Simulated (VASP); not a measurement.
# GaSb (F-43m) in VASP: further runs

The runs below take GaSb through single point, with PBE.

Everything below comes from runs of VASP 6.6.1. Logs are shortened: lines on timing, memory, paths and dates and some standing lists are left out, and cuts for length are marked.

## 1. The cell of the first run

The structure is cubic, space group F-43m (No. 216). Conventional cell: a = 6.296 Å, b = 6.296 Å, c = 6.296 Å, α = 90.00°, β = 90.00°, γ = 90.00°. Within 3.6 Å of Ga (site symmetry -43m) lie 4 Sb at 2.73 Å. Sb (site symmetry -43m) has 4 Ga at 2.73 Å within 3.6 Å.

## 2. Single point, PBE (31.20 Å³/atom)

Contents of INCAR:

```
ALGO = Normal ; EDIFF = 1E-6
ENCUT = 520 ; GGA = PE
ISIF = 2 ; ISMEAR = 0
LASPH = True ; LCHARG = False
LREAL = False ; LWAVE = False
NBANDS = 16 ; NELM = 60
PREC = Accurate ; SIGMA = 0.15
```

Contents of KPOINTS:

```
k-points
0
Gamma
  14 14 14
```

Contents of POSCAR:

```
GaSb
1.0
    0.0000000000      3.1480545643      3.1480545643
    3.1480545643      0.0000000000      3.1480545643
    3.1480545643      3.1480545643      0.0000000000
Ga Sb
1 1
Direct
    0.0000000000      0.0000000000      0.0000000000
    0.7500000000      0.7500000000      0.7500000000
```

Potentials or basis: VASP PAW PBE potentials, release 64 (Ga_d, Sb).

Launch:

```console
$ cat potpaw_PBE.64/Ga_d/POTCAR potpaw_PBE.64/Sb/POTCAR > POTCAR
$ mpirun -np 1 vasp_std > vasp.out
```

OUTCAR:

```text
EDIFF = 1E-6
   ENCUT = 520
   GGA = PE
   ISIF = 2
   ISMEAR = 0
   LASPH = True
   LREAL = False
   NELM = 60
   PREC = Accurate

 ion  position               nearest neighbor table
   1  0.000  0.000  0.000-   2 2.73   2 2.73   2 2.73   2 2.73
   2  0.750  0.750  0.750-   1 2.73   1 2.73   1 2.73   1 2.73

  LATTYP: Found a face centered cubic cell.
 ALAT       =     6.2961091286

  Lattice vectors:

 A1 = (   0.0000000000,   3.1480545643,   3.1480545643)
 A2 = (   3.1480545643,   0.0000000000,   3.1480545643)
 A3 = (   3.1480545643,   3.1480545643,   0.0000000000)

Analysis of symmetry for initial positions (statically):
=====================================================================
 Subroutine PRICEL returns:
 Original cell was already a primitive cell.

 Routine SETGRP: Setting up the symmetry group for a
 face centered cubic supercell.

 Subroutine GETGRP returns: Found 24 space group operations
 (whereof 24 operations were pure point group operations)
 out of a pool of 48 trial point group operations.

The static configuration has the point symmetry T_d .

Analysis of symmetry for dynamics (positions and initial velocities):
=====================================================================
 Subroutine PRICEL returns:
 Original cell was already a primitive cell.

 Routine SETGRP: Setting up the symmetry group for a
 face centered cubic supercell.

 Subroutine GETGRP returns: Found 24 space group operations
 (whereof 24 operations were pure point group operations)
 out of a pool of 48 trial point group operations.

The dynamic configuration has the point symmetry T_d .

 Subroutine INISYM returns: Found 24 space group operations
 (whereof 24 operations are pure point group operations),
 and found     1 'primitive' translations

----------------------------------------------------------------------------------------

                                     Primitive cell

  volume of cell :      62.3960

  direct lattice vectors                    reciprocal lattice vectors
     0.000000000  3.148054564  3.148054564    -0.158828251  0.158828251  0.158828251
     3.148054564  0.000000000  3.148054564     0.158828251 -0.158828251  0.158828251
     3.148054564  3.148054564  0.000000000     0.158828251  0.158828251 -0.158828251

  length of vectors
     4.452021460  4.452021460  4.452021460     0.275098600  0.275098600  0.275098600

  position of ions in fractional coordinates (direct lattice)
     0.000000000  0.000000000  0.000000000
     0.750000000  0.750000000  0.750000000

  ion indices of the primitive-cell ions
   primitive index   ion index
                 1           1
                 2           2

----------------------------------------------------------------------------------------

 KPOINTS: k-points

Automatic generation of k-mesh.
 Grid dimensions read from file:
 generate k-points for:   14   14   14

 Generating k-lattice:

  Cartesian coordinates                     Fractional coordinates (reciprocal lattice)
    -0.011344875  0.011344875  0.011344875     0.071428571  0.000000000  0.000000000
     0.011344875 -0.011344875  0.011344875     0.000000000  0.071428571  0.000000000
     0.011344875  0.011344875 -0.011344875     0.000000000  0.000000000  0.071428571

  Length of vectors
     0.019649900  0.019649900  0.019649900

  Shift w.r.t. Gamma in fractional coordinates (k-lattice)
     0.000000000  0.000000000  0.000000000

 Subroutine IBZKPT returns following result:
 ===========================================

 Found    104 irreducible k-points:

 Following reciprocal coordinates:
            Coordinates               Weight
  0.000000  0.000000  0.000000      1.000000
  0.071429  0.000000  0.000000      8.000000
  0.142857  0.000000  0.000000      8.000000
  0.214286  0.000000  0.000000      8.000000
  0.285714  0.000000  0.000000      8.000000
  0.357143  0.000000  0.000000      8.000000
[... 16 lines left out ...]
  0.214286  0.142857  0.000000     24.000000
  0.285714  0.142857  0.000000     24.000000
 [... further k-points ...]
   k-points           NKPTS =    104   k-points in BZ     NKDIM =    104   number of bands    NBANDS=     16
   number of dos      NEDOS =    301   number of ions     NIONS =      2
   total plane-waves  NPLWV =  46656
   dimension x,y,z NGX =    36 NGY =   36 NGZ =   36
   dimension x,y,z NGXF=    72 NGYF=   72 NGZF=   72
   ions per type =               1   1
   NGX,Y,Z   is equivalent  to a cutoff of  13.44, 13.44, 13.44 a.u.
   NGXF,Y,Z  is equivalent  to a cutoff of  26.89, 26.89, 26.89 a.u.
 SYSTEM =  unknown system
   PREC   = accura    normal or accurate (medium, high low for compatibility)
   ISTART =      0    job   : 0-new  1-cont  2-samecut
   ICHARG =      2    charge: 1-file 2-atom 10-const
   ISPIN  =      1    spin polarized calculation?
   LNONCOLLINEAR =      F non collinear calculations
   LSORBIT =      F    spin-orbit coupling
   LASPH  =      T    aspherical Exc in radial PAW
   ENCUT  =  520.0 eV  38.22 Ry    6.18 a.u.   8.28  8.28  8.28*2*pi/ulx,y,z
   NELM   =     60;   NELMIN=  2; NELMDL= -5     # of ELM steps
   EDIFF  = 0.1E-05   stopping-criterion for ELM
   LREAL  =      F    real-space projection
   EDIFFG = 0.1E-04   stopping-criterion for IOM
   NSW    =      0    number of steps for IOM
   IBRION =     -1    ionic relax: 0-MD 1-quasi-New 2-CG
   NFREE  =      0    steps in history (QN), initial steepest desc. (CG)
   ISIF   =      2    stress and relaxation
   ISYM   =      2    0-nonsym 1-usesym 2-fastsym
   POTIM  = 0.5000    time-step for ionic-motion
   TEBEG  =    0.0;   TEEND  =   0.0 temperature during run
   PSTRESS=    0.0 pullay stress
   NELECT =      18.0000    total number of electrons
   NUPDOWN=      -1.0000    fix difference up-down
   EMIN   =  10.00;   EMAX   =-10.00  energy-range for DOS
   EFERMI =   0.00;   METHOD = LEGACY
   ISMEAR =     0;   SIGMA  =   0.15  broadening in eV -4-tet -1-fermi 0-gaus
   EFERMI_NEDOS =   21; number of points for ismear=-14 and -15
   IALGO  =     38    algorithm
   IMIX   =      4    mixing-type and parameters
     AMIX     =   0.40;   BMIX     =  1.00
     AMIX_MAG =   1.60;   BMIX_MAG =  1.00
  volume/ion in A,a.u.               =      31.20       210.53
  Fermi-wavevector in a.u.,A,eV,Ry     =   1.081716  2.044148 15.920318  1.170110
  Thomas-Fermi vector in A             =   2.217740
   LORBIT       =      0    0 simple, 1 ext, 2 COOP (PROOUT), +10 PAW based schemes
   GGA     = PE    functional components
   LHFCALC =     F    Hartree Fock is set to
   AEXX    =    0.0000 exact exchange contribution
   IVDW    =     0    specifies the selected vdW correction
   LEPSILON=     F    determine dielectric tensor
   LRPA    =     F    only Hartree local field effects (RPA)
 non-spin polarized calculation
 Gauss-broadening in eV      SIGMA  =   0.15
  energy-cutoff  :      520.00
  volume of cell :       62.40
 maximum number of plane-waves:      1704
 NGX is ok and might be reduce to    36
   NGX = 17   NGY = 17   NGZ = 17

 number of electron      18.0000003 magnetization

 Free energy of the ion-electron system (eV)
  ---------------------------------------------------
  ext. energy  EPLUGINS =         0.00000000
  ---------------------------------------------------
  free energy    TOTEN  =        -7.36197986 eV

  energy without entropy =       -7.36157312  energy(sigma->0) =       -7.36177649

 E-fermi :   4.1281     XC(G=0):  -8.7189

 val. band max:        4.0292279797   @ k =   0.0000   0.0000   0.0000
 cond. band min:       4.2661915619   @ k =   0.5000   0.0000   0.0000
 fundamental gap:      0.2369635822
 Fermi energy:         4.1280803103

 k-point     1 :       0.0000    0.0000    0.0000
  band No.  band energies     occupation
      1     -10.8563      2.00000
      2     -10.8563      2.00000
      3     -10.8563      2.00000
      4     -10.8185      2.00000
      5     -10.8185      2.00000
      6      -6.8817      2.00000
[... 8 lines left out ...]
     15      12.4577      0.00000
     16      12.4577      0.00000

 k-point     2 :       0.0714    0.0000    0.0000
  band No.  band energies     occupation
      1     -10.8573      2.00000
      2     -10.8558      2.00000
      3     -10.8558      2.00000
      4     -10.8185      2.00000
      5     -10.8185      2.00000
      6      -6.8345      2.00000
[... 8 lines left out ...]
     15      12.0931      0.00000
     16      12.0931      0.00000

 k-point     3 :       0.1429    0.0000    0.0000
  band No.  band energies     occupation
      1     -10.8599      2.00000
      2     -10.8546      2.00000
      3     -10.8546      2.00000
      4     -10.8186      2.00000
      5     -10.8186      2.00000
      6      -6.6953      2.00000
[... 8 lines left out ...]
     15      11.6656      0.00000
     16      11.6656      0.00000

 k-point     4 :       0.2143    0.0000    0.0000
  band No.  band energies     occupation
      1     -10.8638      2.00000
      2     -10.8529      2.00000
      3     -10.8529      2.00000
      4     -10.8187      2.00000
      5     -10.8187      2.00000
      6      -6.4720      2.00000
[... 8 lines left out ...]
     15      11.4954      0.00000
     16      11.4954      0.00000
[... 324 lines left out ...]
 k-point    22 :       0.1429    0.1429    0.0000
  band No.  band energies     occupation
      1     -10.8629      2.00000
      2     -10.8530      2.00000
      3     -10.8530      2.00000
      4     -10.8197      2.00000
      5     -10.8179      2.00000
      6      -6.6320      2.00000
[... 8 lines left out ...]
     15      11.0249      0.00000
     16      12.7107      0.00000

 k-point    23 :       0.2143    0.1429    0.0000
  band No.  band energies     occupation
      1     -10.8662      2.00000
      2     -10.8515      2.00000
      3     -10.8513      2.00000
      4     -10.8203      2.00000
      5     -10.8176      2.00000
      6      -6.4653      2.00000
[... 8 lines left out ...]
     15      11.6541      0.00000
     16      12.6431      0.00000

 k-point    24 :       0.2857    0.1429    0.0000
  band No.  band energies     occupation
      1     -10.8697      2.00000
      2     -10.8501      2.00000
      3     -10.8494      2.00000
      4     -10.8206      2.00000
      5     -10.8174      2.00000
      6      -6.2204      2.00000
[... 8 lines left out ...]
     15      12.1894      0.00000
     16      12.6583      0.00000

 [... further k-points ...]
[... 5 lines left out ...]
  --------------------------------------------------------------------------------------
  -------------------------------------------------------------------------------------
  Total       -0.6015124     -0.6015124     -0.6015124      0.0000000     -0.0000000      0.0000000
  in kB      -15.4453731    -15.4453731    -15.4453731      0.0000000     -0.0000000      0.0000000
  external PRESSURE =     -15.4453731 kB  Pullay stress =       0.0000000 kB

 VOLUME and BASIS-vectors are now :
 -----------------------------------------------------------------------------
  energy-cutoff  :      520.00
  volume of cell :       62.40
      direct lattice vectors                 reciprocal lattice vectors
     0.000000000  3.148054564  3.148054564    -0.158828251  0.158828251  0.158828251
     3.148054564  0.000000000  3.148054564     0.158828251 -0.158828251  0.158828251
     3.148054564  3.148054564  0.000000000     0.158828251  0.158828251 -0.158828251

 POSITION                                       TOTAL-FORCE (eV/Angst)
 -----------------------------------------------------------------------------------
      0.00000      0.00000      0.00000         0.000000      0.000000      0.000000
      4.72208      4.72208      4.72208        -0.000000     -0.000000     -0.000000
 -----------------------------------------------------------------------------------
    total drift:                               -0.000001     -0.000001     -0.000001

  FREE ENERGIE OF THE ION-ELECTRON SYSTEM (eV)
  ---------------------------------------------------
  free  energy   TOTEN  =        -7.3619798569 eV

  energy  without entropy=       -7.3615731220  energy(sigma->0) =       -7.36177649
```

Wall time 1.9 min (1 thread of Intel Xeon 8259CL, shared host); peak memory 0.28 GiB.

Results:

* Free energy: -7.3620 eV
* Pressure: -1.5 GPa
* Band gap on the k mesh: zero (filled and empty bands touch)

Levels at points of the mesh, in eV from the Fermi level:
```tsv
k point	band 5	band 6	band 7	band 8	band 9	band 10	band 11	band 12	band 13	band 14
(0.00, 0.00, 0.00)	-14.95	-11.01	-0.65	-0.10	-0.10	-0.10	2.70	2.70	2.70	5.62
(0.50, 0.00, 0.00)	-14.95	-9.60	-6.07	-1.12	-1.12	0.14	3.64	3.64	6.40	8.69
(0.50, 0.50, 0.00)	-14.94	-8.89	-6.54	-2.39	-2.39	0.88	1.31	8.03	8.03	9.27
```

Caveat: semilocal functionals underestimate gaps, so a narrow gap can read as zero; spin-orbit coupling is left out, which moves the levels of the heavy elements.

## 3. Single point, PBE (32.40 Å³/atom)

This run uses another cell than the first one, of 32.40 Å³/atom.

Contents of INCAR:

```
SYSTEM = GaSb
PREC     = Accurate       ! precision mode
ENCUT    = 520            ! plane-wave cutoff, eV
EDIFF    = 1E-6           ! SCF threshold, eV
ISMEAR   = 0              ! smearing method
SIGMA    = 0.15           ! smearing width, eV
LREAL    = .FALSE.        ! projectors in reciprocal space
LASPH    = .TRUE.         ! aspherical terms in the spheres
NELM     = 80             ! most SCF steps
ALGO     = Normal         ! electronic algorithm
ISIF     = 2              ! what is computed and relaxed
LWAVE    = .FALSE.        ! write WAVECAR
LCHARG   = .FALSE.        ! write CHGCAR
GGA      = PE             ! functional
NBANDS   = 16             ! bands
```

Contents of KPOINTS:

```
Automatic mesh
0
G
  14 14 14
  0 0 0
```

Contents of POSCAR:

```
GaSb
1.0
    0.0000000000      3.1879101100      3.1879101100
    3.1879101100      0.0000000000      3.1879101100
    3.1879101100      3.1879101100      0.0000000000
Ga Sb
1 1
Direct
    0.0000000000      0.0000000000      0.0000000000
    0.7500000000      0.7500000000      0.7500000000
```

Potentials or basis: VASP PAW PBE potentials, release 64 (Ga_d, Sb).

Launch:

```console
$ cat potpaw_PBE.64/Ga_d/POTCAR potpaw_PBE.64/Sb/POTCAR > POTCAR
$ mpirun -np 1 vasp_std > vasp.out
```

Run time: 1.9 min. Hardware: 1 thread of Intel Xeon 8259CL, shared host; peak memory 0.28 GiB.

The run converged. Its results:

| Quantity | Value |
| --- | --- |
| Free energy | -7.3290 eV |
| Pressure | -2.8 GPa |
| Band gap on the k mesh | zero (filled and empty bands touch) |

Levels at points of the mesh, in eV from the Fermi level:
```tsv
k point	band 7	band 8	band 9	band 10	band 11	band 12
(0.00, 0.00, 0.00)	-0.88	-0.08	-0.08	-0.08	2.72	2.72
(0.50, 0.00, 0.00)	-5.89	-1.05	-1.05	0.09	3.65	3.65
(0.50, 0.50, 0.00)	-6.37	-2.25	-2.25	0.93	1.39	7.81
```

Caveat: semilocal functionals underestimate gaps, so a narrow gap can read as zero; spin-orbit coupling is left out, which moves the levels of the heavy elements.

## 4. Single point, PBE (33.60 Å³/atom)

This run uses another cell than the first one, of 33.60 Å³/atom.

Contents of INCAR:

```
ALGO = Normal
EDIFF = 1E-6
ENCUT = 520
GGA = PE
ISIF = 2
ISMEAR = 0
LASPH = True
LCHARG = False
LREAL = False
LWAVE = False
NBANDS = 16
NELM = 80
PREC = Accurate
SIGMA = 0.15
```

Contents of KPOINTS:

```
k-points
0
Gamma
  14 14 14
```

Contents of POSCAR:

```
GaSb
1.0
    0.0000000000      3.2267932658      3.2267932658
    3.2267932658      0.0000000000      3.2267932658
    3.2267932658      3.2267932658      0.0000000000
Ga Sb
1 1
Direct
    0.0000000000      0.0000000000      0.0000000000
    0.7500000000      0.7500000000      0.7500000000
```

Launch:

```console
$ cat potpaw_PBE.64/Ga_d/POTCAR potpaw_PBE.64/Sb/POTCAR > POTCAR
$ mpirun -np 1 vasp_std > vasp.out
```

Wall time 2.1 min (1 thread of Intel Xeon 8259CL, shared host); peak memory 0.28 GiB.

Results (log left out):

* Free energy: -7.2790 eV
* Pressure: -3.8 GPa
* Band gap on the k mesh: zero (filled and empty bands touch)

Levels at points of the mesh, in eV from the Fermi level:
```csv
k point,band 7,band 8,band 9,band 10,band 11,band 12
"(0.00, 0.00, 0.00)",-1.08,-0.06,-0.06,-0.06,2.74,2.74
"(0.50, 0.00, 0.00)",-5.73,-0.98,-0.98,0.05,3.66,3.66
"(0.50, 0.50, 0.00)",-6.21,-2.12,-2.12,0.96,1.46,7.61
```

Caveat: the cell stands under tension; semilocal functionals underestimate gaps, so a narrow gap can read as zero; spin-orbit coupling is left out, which moves the levels of the heavy elements.

## 5. Overview

| cell | gap on the mesh (eV) | pressure (GPa) |
| --- | --- | --- |
| a = 4.452 Å, angles 60.0°, 2 atoms | none | -1.5 |
| a = 4.508 Å, angles 60.0°, 2 atoms | none | -2.8 |
| a = 4.563 Å, angles 60.0°, 2 atoms | none | -3.8 |

Alike in all rows: task single point; level PBE; potentials or basis VASP PAW PBE potentials, release 64 (Ga_d, Sb); no spin polarisation; k mesh 14 × 14 × 14; cutoff (eV) 520; smearing gaussian 0.15 eV.

Caveats: semilocal functionals underestimate gaps, so a narrow gap can read as zero; spin-orbit coupling is left out, which moves the levels of the heavy elements; the cell stands under tension (at least some runs).

Absolute energies hang on the potentials; compare differences alone.
